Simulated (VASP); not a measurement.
# SbO4 (P6/mmm) in VASP: a series of runs, part 2 of 2

VASP 6.6.1.

### 4 Relaxation of cell and atoms, PBE

This run uses another cell than the first one, of 11.67 Å³/atom.

INCAR

```
PREC = Accurate
ENCUT = 600
EDIFF = 1E-6
ISMEAR = 0
SIGMA = 0.1
LREAL = F
LASPH = T
NELM = 100
ALGO = Normal
ISIF = 3
LWAVE = F
LCHARG = F
GGA = PE
IBRION = 2
NSW = 100
EDIFFG = -0.01
```

KPOINTS

```
Automatic mesh
0
Gamma
  12 12 10
```

POSCAR

```
SbO4
1.0
    4.2895683440      0.0000000000      0.0000000000
   -2.1447841720      3.7148751572      0.0000000000
    0.0000000000      0.0000000000      3.6606767682
Sb O
1 4
Direct
    0.0000000000      0.0000000000      0.0000000000
    0.3333333333      0.6666666667      0.6789863525
    0.3333333333      0.6666666667      0.3210136475
    0.6666666667      0.3333333333      0.3210136475
    0.6666666667      0.3333333333      0.6789863525
```

Potentials or basis: VASP PAW PBE potentials, release 64 (Sb, O).

Launch:

```bash
> cat potpaw_PBE.64/Sb/POTCAR potpaw_PBE.64/O/POTCAR > POTCAR
> mpirun -np 1 vasp_std > vasp.out
```

OUTCAR:

```text
PREC = Accurate
   ENCUT = 600
   EDIFF = 1E-6
   ISMEAR = 0
   LREAL = F
   LASPH = T
   NELM = 100
   ISIF = 3
   GGA = PE
   IBRION = 2
   NSW = 100
   EDIFFG = -0.01

 ion  position               nearest neighbor table
   1  0.000  0.000  0.000-   2 2.74   3 2.74   4 2.74   5 2.74   4 2.74   5 2.74   2 2.74   3 2.74
                             4 2.74   5 2.74   2 2.74   3 2.74
   2  0.333  0.667  0.679-   3 1.31   1 2.74   1 2.74   1 2.74
   3  0.333  0.667  0.321-   2 1.31   1 2.74   1 2.74   1 2.74
   4  0.667  0.333  0.321-   5 1.31   1 2.74   1 2.74   1 2.74
   5  0.667  0.333  0.679-   4 1.31   1 2.74   1 2.74   1 2.74

  LATTYP: Found a hexagonal cell.
 ALAT       =     4.2895683440
 C/A-ratio  =     0.8533904754

  Lattice vectors:

 A1 = (   4.2895683440,   0.0000000000,   0.0000000000)
 A2 = (  -2.1447841720,   3.7148751572,   0.0000000000)
 A3 = (   0.0000000000,   0.0000000000,   3.6606767682)

Analysis of symmetry for initial positions (statically):
=====================================================================
 Subroutine PRICEL returns:
 Original cell was already a primitive cell.

 Routine SETGRP: Setting up the symmetry group for a
 hexagonal supercell.

 Subroutine GETGRP returns: Found 24 space group operations
 (whereof 24 operations were pure point group operations)
 out of a pool of 24 trial point group operations.

The static configuration has the point symmetry D_6h.

Analysis of symmetry for dynamics (positions and initial velocities):
=====================================================================
 Subroutine PRICEL returns:
 Original cell was already a primitive cell.

 Routine SETGRP: Setting up the symmetry group for a
 hexagonal supercell.

 Subroutine GETGRP returns: Found 24 space group operations
 (whereof 24 operations were pure point group operations)
 out of a pool of 24 trial point group operations.

The dynamic configuration has the point symmetry D_6h.

 Subroutine INISYM returns: Found 24 space group operations
 (whereof 24 operations are pure point group operations),
 and found     1 'primitive' translations

----------------------------------------------------------------------------------------

                                     Primitive cell

  volume of cell :      58.3337

  direct lattice vectors                    reciprocal lattice vectors
     4.289568344  0.000000000  0.000000000     0.233123690  0.134594025  0.000000000
    -2.144784172  3.714875157  0.000000000     0.000000000  0.269188050  0.000000000
     0.000000000  0.000000000  3.660676768     0.000000000  0.000000000  0.273173531

  length of vectors
     4.289568344  4.289568344  3.660676768     0.269188050  0.269188050  0.273173531

  position of ions in fractional coordinates (direct lattice)
     0.000000000  0.000000000  0.000000000
     0.333333333  0.666666667  0.678986352
     0.333333333  0.666666667  0.321013648
     0.666666667  0.333333333  0.321013648
     0.666666667  0.333333333  0.678986352

  ion indices of the primitive-cell ions
   primitive index   ion index
                 1           1
                 2           2
                 3           3
[... 62 lines left out ...]
   NGX,Y,Z   is equivalent  to a cutoff of  13.95, 13.95, 13.62 a.u.
   NGXF,Y,Z  is equivalent  to a cutoff of  27.90, 27.90, 27.25 a.u.
 SYSTEM =  unknown system
   PREC   = accura    normal or accurate (medium, high low for compatibility)
   ISTART =      0    job   : 0-new  1-cont  2-samecut
   ICHARG =      2    charge: 1-file 2-atom 10-const
   ISPIN  =      1    spin polarized calculation?
   LNONCOLLINEAR =      F non collinear calculations
   LSORBIT =      F    spin-orbit coupling
   LASPH  =      T    aspherical Exc in radial PAW
   ENCUT  =  600.0 eV  44.10 Ry    6.64 a.u.   8.57  8.57  7.31*2*pi/ulx,y,z
   NELM   =    100;   NELMIN=  2; NELMDL= -5     # of ELM steps
   EDIFF  = 0.1E-05   stopping-criterion for ELM
   LREAL  =      F    real-space projection
   EDIFFG = -.1E-01   stopping-criterion for IOM
   NSW    =    100    number of steps for IOM
   IBRION =      2    ionic relax: 0-MD 1-quasi-New 2-CG
   NFREE  =      1    steps in history (QN), initial steepest desc. (CG)
   ISIF   =      3    stress and relaxation
   ISYM   =      2    0-nonsym 1-usesym 2-fastsym
   POTIM  = 0.5000    time-step for ionic-motion
   TEBEG  =    0.0;   TEEND  =   0.0 temperature during run
   PSTRESS=    0.0 pullay stress
   NELECT =      29.0000    total number of electrons
   NUPDOWN=      -1.0000    fix difference up-down
   EMIN   =  10.00;   EMAX   =-10.00  energy-range for DOS
   EFERMI =   0.00;   METHOD = LEGACY
   ISMEAR =     0;   SIGMA  =   0.10  broadening in eV -4-tet -1-fermi 0-gaus
   EFERMI_NEDOS =   21; number of points for ismear=-14 and -15
   IALGO  =     38    algorithm
   IMIX   =      4    mixing-type and parameters
     AMIX     =   0.40;   BMIX     =  1.00
     AMIX_MAG =   1.60;   BMIX_MAG =  1.00
  volume/ion in A,a.u.               =      11.67        78.73
  Fermi-wavevector in a.u.,A,eV,Ry     =   1.296884  2.450755 22.883745  1.681908
  Thomas-Fermi vector in A             =   2.428312
   LORBIT       =      0    0 simple, 1 ext, 2 COOP (PROOUT), +10 PAW based schemes
   GGA     = PE    functional components
   LHFCALC =     F    Hartree Fock is set to
   AEXX    =    0.0000 exact exchange contribution
   IVDW    =     0    specifies the selected vdW correction
   LEPSILON=     F    determine dielectric tensor
   LRPA    =     F    only Hartree local field effects (RPA)
 conjugate gradient relaxation of ions
 non-spin polarized calculation
 Gauss-broadening in eV      SIGMA  =   0.10
  energy-cutoff  :      600.00
  volume of cell :       58.33
 maximum number of plane-waves:      1971
 NGX is ok and might be reduce to    36
   NGX = 17   NGY = 17   NGZ = 15

--------------------------------------- Ionic step        1  -------------------------------------------

 number of electron      29.0000000 magnetization

 Free energy of the ion-electron system (eV)
  ---------------------------------------------------
  ext. energy  EPLUGINS =         0.00000000
  ---------------------------------------------------
  free energy    TOTEN  =       -23.80787469 eV

  energy without entropy =      -23.79626579  energy(sigma->0) =      -23.80207024

------------------------ aborting loop because EDIFF is reached ----------------------------------------

  FORCE on cell =-STRESS in cart. coord.  units (eV):
  Direction    XX          YY          ZZ          XY          YZ          ZX
  --------------------------------------------------------------------------------------
  -------------------------------------------------------------------------------------
  Total       -0.5553986     -0.5553986      1.3900102      0.0000000      0.0000000      0.0000000
  in kB      -15.2544363    -15.2544363     38.1776650      0.0000000      0.0000000      0.0000000
  external PRESSURE =       2.5562641 kB  Pullay stress =       0.0000000 kB
[... 98 lines left out ...]
  FREE ENERGIE OF THE ION-ELECTRON SYSTEM (eV)
  ---------------------------------------------------
  free  energy   TOTEN  =       -23.8189476141 eV

  energy  without entropy=      -23.8078590848  energy(sigma->0) =      -23.81340335

[... ionic steps 4 to 7 ...]

--------------------------------------- Ionic step        8  -------------------------------------------

 number of electron      29.0000008 magnetization

------------------------ aborting loop because EDIFF is reached ----------------------------------------
[... 73 lines left out ...]
--------------------------------------- Ionic step       10  -------------------------------------------

 number of electron      29.0000008 magnetization

 Free energy of the ion-electron system (eV)
  ---------------------------------------------------
  ext. energy  EPLUGINS =         0.00000000
  ---------------------------------------------------
  free energy    TOTEN  =       -23.82353660 eV

  energy without entropy =      -23.81262281  energy(sigma->0) =      -23.81807970

 E-fermi :   6.0784     XC(G=0): -10.9896

 val. band max:        6.0748284920   @ k =   0.4167   0.0833   0.5000
 cond. band min:       6.0872283231   @ k =   0.0833   0.0833   0.1000
 fundamental gap:      0.0123998312
 Fermi energy:         6.0784093578

 k-point     1 :       0.0000    0.0000    0.0000
  band No.  band energies     occupation
      1     -18.9078      2.00000
      2     -17.6826      2.00000
      3      -8.9599      2.00000
      4      -7.5815      2.00000
      5      -5.0371      2.00000
      6      -1.7888      2.00000
[... 481 lines left out ...]
      5      -4.5143      2.00000
      6      -2.6712      2.00000
[... 10 lines left out ...]
     17       8.4076      0.00000
     18       9.2986      0.00000

 [... further k-points ...]
[... 5 lines left out ...]
  --------------------------------------------------------------------------------------
  -------------------------------------------------------------------------------------
  Total       -0.0112115     -0.0112115     -0.0112477      0.0000000      0.0000000      0.0000000
  in kB       -0.3130560     -0.3130560     -0.3140655      0.0000000      0.0000000      0.0000000
  external PRESSURE =      -0.3133925 kB  Pullay stress =       0.0000000 kB
[... 20 lines left out ...]
  FREE ENERGIE OF THE ION-ELECTRON SYSTEM (eV)
  ---------------------------------------------------
  free  energy   TOTEN  =       -23.8235365968 eV

  energy  without entropy=      -23.8126228057  energy(sigma->0) =      -23.81807970

 reached required accuracy - stopping structural energy minimisation
```

CONTCAR:

```text
SbO4
   1.00000000000000
     4.2567983548299262    0.0000000000000000    0.0000000000000000
    -2.1283991774149631    3.6864955140963689    0.0000000000000000
     0.0000000000000000    0.0000000000000000    3.6564313562946515
  Sb              O
     1     4
Direct
     0.0000000000000000    0.0000000000000000    1.0000000000000000
     0.3333333332999970    0.6666666667000030    0.6816360208928139
     0.3333333332999970    0.6666666667000030    0.3183639791071861
     0.6666666667000030    0.3333333332999970    0.3183639791071861
     0.6666666667000030    0.3333333332999970    0.6816360208928139

  0.00000000E+00  0.00000000E+00  0.00000000E+00
  0.00000000E+00  0.00000000E+00  0.00000000E+00
  0.00000000E+00  0.00000000E+00  0.00000000E+00
  0.00000000E+00  0.00000000E+00  0.00000000E+00
  0.00000000E+00  0.00000000E+00  0.00000000E+00
```

It took 3.5 min on 1 thread of Intel Xeon 6975P-C (Granite Rapids), shared host; peak memory 0.29 GiB.

Results:

* Free energy: -23.8235 eV
* Relaxed volume: 11.48 Å³/atom
* Relaxed cell: a = 4.257 Å, b = 4.257 Å, c = 3.656 Å, α = 90.00°, β = 90.00°, γ = 120.00°
* Space group after relaxing (to 0.1 Å): P6/mmm (No. 191)
* Energy gained by relaxing: 3.1 meV/atom
* Ionic steps: 10
* Pressure after relaxing: 0.0 GPa
* Largest force after relaxing: 0.004 eV/Å
* Band gap on the k mesh: zero (an odd number of electrons rules out a gap without spin polarisation)

Forces on the atoms (eV/Å):
```
Sb   0.000  0.000  0.000
O    0.000  0.000 -0.004
O    0.000  0.000  0.004
O    0.000  0.000  0.004
O    0.000  0.000 -0.004
```

The path:
| step | energy change (eV) | largest force (eV/Å) | pressure (GPa) | volume (Å³) |
| --- | --- | --- | --- | --- |
| 1 | 0.0000 | 0.6324 | 0.26 | 58.33 |
| 2 | 0.1032 | 1.6674 | -5.93 | 58.48 |
| 3 | -0.0111 | 0.0197 | -1.42 | 58.37 |
| 4 | -0.0111 | 0.0079 | -1.40 | 58.37 |
| 5 | -0.0153 | 0.0022 | -0.41 | 57.65 |
| 6 | -0.0156 | 0.0051 | -0.02 | 57.39 |
| 7 | -0.0156 | 0.0046 | -0.03 | 57.41 |
| 8 | -0.0156 | 0.0186 | 0.02 | 57.38 |
| 9 | -0.0156 | 0.0203 | 0.03 | 57.38 |
| 10 | -0.0157 | 0.0045 | -0.03 | 57.38 |

Final structure:
```
Sb O
1.0
     4.25680    0.00000    0.00000
    -2.12840    3.68650    0.00000
     0.00000    0.00000    3.65643
Sb O
1 4
Direct
  0.00000 0.00000 0.00000
  0.33333 0.66667 0.68164
  0.33333 0.66667 0.31836
  0.66667 0.33333 0.31836
  0.66667 0.33333 0.68164
```

Caveat: spin-orbit coupling is left out, which moves the levels of the heavy elements; an odd number of electrons without spin polarisation forces a metal; a magnetic or distorted state may lie lower.

### 5 Summary

| task | cell | k mesh | cutoff (eV) | gap on the mesh (eV) | pressure (GPa) | relaxed volume (Å³/atom) | largest force (eV/Å) |
| --- | --- | --- | --- | --- | --- | --- | --- |
| single point | a = 4.277, b = 4.277, c = 3.664 Å, angles 90.0, 90.0, 120.0°, 5 atoms, atomic positions A | 12 × 12 × 10 | 520 | none | 0.4 | - | 0.49 |
| relaxation of cell and atoms | relaxed from a = 4.300, b = 4.300, c = 3.653 Å, angles 90.0, 90.0, 120.0°, 5 atoms, atomic positions A | 6 × 6 × 6 | 600 | none | -0.4 | 11.57 | 0.02 |
| relaxation of cell and atoms | relaxed from a = 4.290, b = 4.290, c = 3.661 Å, angles 90.0, 90.0, 120.0°, 5 atoms, atomic positions B | 12 × 12 × 10 | 600 | none | 0.0 | 11.48 | - |

Alike in all rows: level PBE; potentials or basis VASP PAW PBE potentials, release 64 (Sb, O); no spin polarisation; smearing gaussian 0.1 eV.

Caveats: spin-orbit coupling is left out, which moves the levels of the heavy elements; an odd number of electrons without spin polarisation forces a metal; a magnetic or distorted state may lie lower.

Total energies depend on the potentials used, so only differences within one code and one set of settings carry meaning.

The gap in the log of VASP goes by the Fermi energy; the results here count the filled bands.